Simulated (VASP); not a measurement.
# Cu (I4/mmm) in VASP: notebook

Runs on Cu. Level: LDA. Tasks: single point.

Program: VASP 6.6.1. These are calculated values, not measurements. Logs are shortened: lines on timing, memory, paths and dates and some standing lists are left out, and cuts for length are marked.

### 1 The cell of the first run

The structure is tetragonal, space group I4/mmm (No. 139). The conventional cell has a = 2.724 Å, b = 2.724 Å, c = 2.887 Å, α = 90.00°, β = 90.00°, γ = 90.00°. Cu (site symmetry 4/mmm) has 14 Cu at 2.41 to 2.89 Å within 3.2 Å.

### 2 Single point, LDA (10.71 Å³/atom)

Contents of INCAR:

```
SYSTEM = Cu
  PREC = Accurate
  ENCUT = 520
  EDIFF = 1E-7
  ISMEAR = 0
  SIGMA = 0.15
  LREAL = .FALSE.
  LASPH = .TRUE.
  NELM = 80
  ALGO = Normal
  ISIF = 2
  LWAVE = .FALSE.
  LCHARG = .FALSE.
  GGA = CA
  NBANDS = 12
```

Contents of KPOINTS:

```
Automatic mesh
0
G
  24 24 24
  0 0 0
```

Contents of POSCAR:

```
Cu
1.0
   -1.3619726252      1.3619726252      1.4435547854
    1.3619726252     -1.3619726252      1.4435547854
    1.3619726252      1.3619726252     -1.4435547854
Cu
1
Direct
    0.0000000000      0.0000000000      0.0000000000
```

Potentials or basis: VASP PAW LDA potentials, release 64 (Cu).

On the command line:

```sh
cat potpaw_LDA.64/Cu/POTCAR > POTCAR
mpirun -np 1 vasp_std > vasp.out
```

OUTCAR:

```text
SYSTEM = Cu
   PREC = Accurate
   ENCUT = 520
   EDIFF = 1E-7
   ISMEAR = 0
   LREAL = .FALSE.
   LASPH = .TRUE.
   NELM = 80
   ISIF = 2
   GGA = CA

 ion  position               nearest neighbor table
   1  0.000  0.000  0.000-

  LATTYP: Found a body centered tetragonal cell.
 ALAT       =     2.7239452504
 C/A-ratio  =     1.0599000000

  Lattice vectors:

 A1 = (  -1.3619726252,   1.3619726252,   1.4435547854)
 A2 = (   1.3619726252,  -1.3619726252,   1.4435547854)
 A3 = (   1.3619726252,   1.3619726252,  -1.4435547854)

Analysis of symmetry for initial positions (statically):
=====================================================================
 Subroutine PRICEL returns:
 Original cell was already a primitive cell.

 Routine SETGRP: Setting up the symmetry group for a
 body centered tetragonal supercell.

 Subroutine GETGRP returns: Found 16 space group operations
 (whereof 16 operations were pure point group operations)
 out of a pool of 16 trial point group operations.

The static configuration has the point symmetry D_4h.

Analysis of symmetry for dynamics (positions and initial velocities):
=====================================================================
 Subroutine PRICEL returns:
 Original cell was already a primitive cell.

 Routine SETGRP: Setting up the symmetry group for a
 body centered tetragonal supercell.

 Subroutine GETGRP returns: Found 16 space group operations
 (whereof 16 operations were pure point group operations)
 out of a pool of 16 trial point group operations.

The dynamic configuration has the point symmetry D_4h.

 Subroutine INISYM returns: Found 16 space group operations
 (whereof 16 operations are pure point group operations),
 and found     1 'primitive' translations

----------------------------------------------------------------------------------------

                                     Primitive cell

  volume of cell :      10.7110

  direct lattice vectors                    reciprocal lattice vectors
    -1.361972625  1.361972625  1.443554785     0.000000000  0.367114574  0.346367180
     1.361972625 -1.361972625  1.443554785     0.367114574  0.000000000  0.346367180
     1.361972625  1.361972625 -1.443554785     0.367114574  0.367114574  0.000000000

  length of vectors
     2.407029140  2.407029140  2.407029140     0.504721045  0.504721045  0.519178409

  position of ions in fractional coordinates (direct lattice)
     0.000000000  0.000000000  0.000000000

  ion indices of the primitive-cell ions
   primitive index   ion index
[... 82 lines left out ...]
   TEBEG  =    0.0;   TEEND  =   0.0 temperature during run
   PSTRESS=    0.0 pullay stress
   NELECT =      11.0000    total number of electrons
   NUPDOWN=      -1.0000    fix difference up-down
   EMIN   =  10.00;   EMAX   =-10.00  energy-range for DOS
   EFERMI =   0.00;   METHOD = LEGACY
   ISMEAR =     0;   SIGMA  =   0.15  broadening in eV -4-tet -1-fermi 0-gaus
   EFERMI_NEDOS =   21; number of points for ismear=-14 and -15
   IALGO  =     38    algorithm
   IMIX   =      4    mixing-type and parameters
     AMIX     =   0.40;   BMIX     =  1.00
     AMIX_MAG =   1.60;   BMIX_MAG =  1.00
  volume/ion in A,a.u.               =      10.71        72.28
  Fermi-wavevector in a.u.,A,eV,Ry     =   1.651692  3.121245 37.117868  2.728086
  Thomas-Fermi vector in A             =   2.740428
   LORBIT       =      0    0 simple, 1 ext, 2 COOP (PROOUT), +10 PAW based schemes
   GGA     = CA    functional components
   LHFCALC =     F    Hartree Fock is set to
   AEXX    =    0.0000 exact exchange contribution
   IVDW    =     0    specifies the selected vdW correction
   LEPSILON=     F    determine dielectric tensor
   LRPA    =     F    only Hartree local field effects (RPA)
 non-spin polarized calculation
 Gauss-broadening in eV      SIGMA  =   0.15
  energy-cutoff  :      520.00
  volume of cell :       10.71
 maximum number of plane-waves:       300
 NGX is ok and might be reduce to    18
   NGX =  9   NGY =  9   NGZ =  9

 number of electron      11.0000010 magnetization

 Free energy of the ion-electron system (eV)
  ---------------------------------------------------
  ext. energy  EPLUGINS =         0.00000000
  ---------------------------------------------------
  free energy    TOTEN  =        -4.66632257 eV

  energy without entropy =       -4.66234845  energy(sigma->0) =       -4.66433551

 E-fermi :   8.6513     XC(G=0): -13.6852

 val. band max:        8.6479236216   @ k =  -0.2500   0.3750   0.2083
 cond. band min:       8.6535137675   @ k =   0.5000   0.3333   0.0833
 fundamental gap:      0.0055901459
 Fermi energy:         8.6512637110

 k-point     1 :       0.0000    0.0000    0.0000
  band No.  band energies     occupation
      1      -1.4825      2.00000
      2       5.0775      2.00000
      3       5.0775      2.00000
      4       5.3246      2.00000
      5       6.1914      2.00000
      6       6.4487      2.00000
      7      33.8759      0.00000
      8      35.0079      0.00000
      9      35.0079      0.00000
     10      38.1961      0.00000
     11      38.6754      0.00000
     12      39.5836      0.00000
[... 331 lines left out ...]
 k-point    24 :       0.4583    0.0417   -0.0000
  band No.  band energies     occupation
      1       2.9844      2.00000
      2       4.4427      2.00000
      3       6.1321      2.00000
      4       6.3957      2.00000
      5       6.9223      2.00000
      6       7.9340      2.00000
      7      13.4682      0.00000
      8      26.8558      0.00000
      9      27.7492      0.00000
     10      32.3044      0.00000
     11      35.5726      0.00000
     12      42.2692      0.00000

 [... further k-points ...]

------------------------ aborting loop because EDIFF is reached ----------------------------------------

  FORCE on cell =-STRESS in cart. coord.  units (eV):
  Direction    XX          YY          ZZ          XY          YZ          ZX
  --------------------------------------------------------------------------------------
  -------------------------------------------------------------------------------------
  Total        0.2942516      0.2942516      0.3714083      0.0000000      0.0000000      0.0000000
  in kB       44.0148729     44.0148729     55.5561574      0.0000000      0.0000000      0.0000000
  external PRESSURE =      47.8619678 kB  Pullay stress =       0.0000000 kB

 VOLUME and BASIS-vectors are now :
 -----------------------------------------------------------------------------
  energy-cutoff  :      520.00
  volume of cell :       10.71
      direct lattice vectors                 reciprocal lattice vectors
    -1.361972625  1.361972625  1.443554785     0.000000000  0.367114574  0.346367180
     1.361972625 -1.361972625  1.443554785     0.367114574  0.000000000  0.346367180
     1.361972625  1.361972625 -1.443554785     0.367114574  0.367114574  0.000000000

 POSITION                                       TOTAL-FORCE (eV/Angst)
 -----------------------------------------------------------------------------------
      0.00000      0.00000      0.00000        -0.000000     -0.000000      0.000000
 -----------------------------------------------------------------------------------
    total drift:                                0.000000      0.000000      0.000000

  FREE ENERGIE OF THE ION-ELECTRON SYSTEM (eV)
  ---------------------------------------------------
  free  energy   TOTEN  =        -4.6663225732 eV

  energy  without entropy=       -4.6623484478  energy(sigma->0) =       -4.66433551
```

OSZICAR:

```text
N       E                     dE             d eps       ncg     rms          rms(c)
DAV:   1     0.416021652622E+02    0.41602E+02   -0.53627E+03 28748   0.160E+03
DAV:   2    -0.432619546726E+01   -0.45928E+02   -0.42366E+02 26444   0.209E+02
DAV:   3    -0.567160653789E+01   -0.13454E+01   -0.13369E+01 29476   0.406E+01
DAV:   4    -0.567988640760E+01   -0.82799E-02   -0.82787E-02 28852   0.281E+00
DAV:   5    -0.567996308220E+01   -0.76675E-04   -0.76674E-04 29548   0.273E-01    0.794E+00
DAV:   6    -0.500661197250E+01    0.67335E+00   -0.13734E+01 29752   0.745E+01    0.350E+00
DAV:   7    -0.468599442126E+01    0.32062E+00   -0.20272E+00 29972   0.285E+01    0.712E-01
DAV:   8    -0.466719362309E+01    0.18801E-01   -0.10066E-02 34240   0.101E+00    0.204E-01
DAV:   9    -0.466630888086E+01    0.88474E-03   -0.34540E-03 33368   0.100E+00    0.138E-02
DAV:  10    -0.466632119945E+01   -0.12319E-04   -0.24718E-05 27936   0.687E-02    0.421E-03
DAV:  11    -0.466632257523E+01   -0.13758E-05   -0.44192E-07 31112   0.106E-02    0.535E-04
DAV:  12    -0.466632257322E+01    0.20061E-08   -0.14925E-08 15804   0.160E-03
   1 F= -.46663226E+01 E0= -.46643355E+01  d E =-.397413E-02
```

stdout:

```text
POSCAR found type information on POSCAR Cu
 POSCAR found :  1 types and       1 ions
 scaLAPACK will be used
 LDA part: xc-table for (Slater(with rela. corr.)+CA(PZ))
 , standard interpolation
 POSCAR, INCAR and KPOINTS ok, starting setup
 FFT: planning ... GRIDC
 FFT: planning ... GRID_SOFT
 FFT: planning ... GRID
 WAVECAR not read
 entering main loop
```

It took 48 s on 1 thread of Intel Xeon 6975P-C (Granite Rapids), shared host; peak memory 0.23 GiB.

Results:

```
Free energy            : -4.6663 eV
Pressure               : 4.8 GPa
Band gap on the k mesh : zero (an odd number of electrons rules out a gap without spin polarisation)
```

Levels at points of the mesh, in eV from the Fermi level:
| k point | band 4 | band 5 | band 6 | band 7 | band 8 | band 9 |
| --- | --- | --- | --- | --- | --- | --- |
| (0.00, 0.00, 0.00) | -3.33 | -2.46 | -2.20 | 25.22 | 26.36 | 26.36 |
| (0.50, 0.00, 0.00) | -2.16 | -1.49 | -0.99 | 4.66 | 18.84 | 19.27 |
| (0.50, 0.50, 0.00) | -2.10 | -1.44 | -0.52 | 5.31 | 17.31 | 17.49 |
| (0.50, 0.50, 0.50) | -1.64 | -1.64 | 7.08 | 9.35 | 9.35 | 13.55 |

Caveat: the cell stands under pressure.

### 3 Single point, LDA (10.71 Å³/atom)

Contents of INCAR:

```
PREC = Accurate
ENCUT = 520
EDIFF = 1E-6
ISMEAR = 0
SIGMA = 0.15
LREAL = F
LASPH = T
NELM = 80
ALGO = Normal
ISIF = 2
LWAVE = F
LCHARG = F
GGA = CA
NBANDS = 12
```

Contents of KPOINTS:

```
regular mesh
0
Gamma
  24 24 24
```

Contents of POSCAR:

```
Cu
1.0
   -1.4178164818      1.4178164818      1.3320790153
    1.4178164818     -1.4178164818      1.3320790153
    1.4178164818      1.4178164818     -1.3320790153
Cu
1
Direct
    0.0000000000      0.0000000000      0.0000000000
```

Potentials or basis: VASP PAW LDA potentials, release 64 (Cu).

On the command line:

```sh
cat potpaw_LDA.64/Cu/POTCAR > POTCAR
mpirun -np 1 vasp_std > vasp.out
```

Run time: 51 s. Hardware: 1 thread of Intel Xeon 6975P-C (Granite Rapids), shared host; peak memory 0.23 GiB.

The run converged. Its results:

| Item | Value |
| --- | --- |
| Free energy | -4.6651 eV |
| Pressure | 4.9 GPa |
| Band gap on the k mesh | zero (an odd number of electrons rules out a gap without spin polarisation) |

Stress tensor (GPa, compression positive):
```
4.79 0.00 0.00
0.00 4.79 0.00
0.00 0.00 5.03
```

Levels at points of the mesh, in eV from the Fermi level:
```csv
k point,band 2,band 3,band 4,band 5,band 6,band 7,band 8,band 9,band 10,band 11
"(0.00, 0.00, 0.00)",-3.68,-3.39,-3.39,-2.48,-2.17,25.38,25.38,27.13,29.90,30.12
"(0.50, 0.00, 0.00)",-4.43,-2.34,-2.05,-1.46,-0.66,5.13,17.78,18.03,22.13,25.53
"(0.50, 0.50, 0.00)",-4.08,-2.57,-2.26,-1.49,-1.17,4.40,19.47,20.01,23.71,26.98
"(0.50, 0.50, 0.50)",-5.24,-1.68,-1.68,-1.61,7.76,7.76,10.30,13.81,14.63,18.12
```

Caveat: the cell stands under pressure.
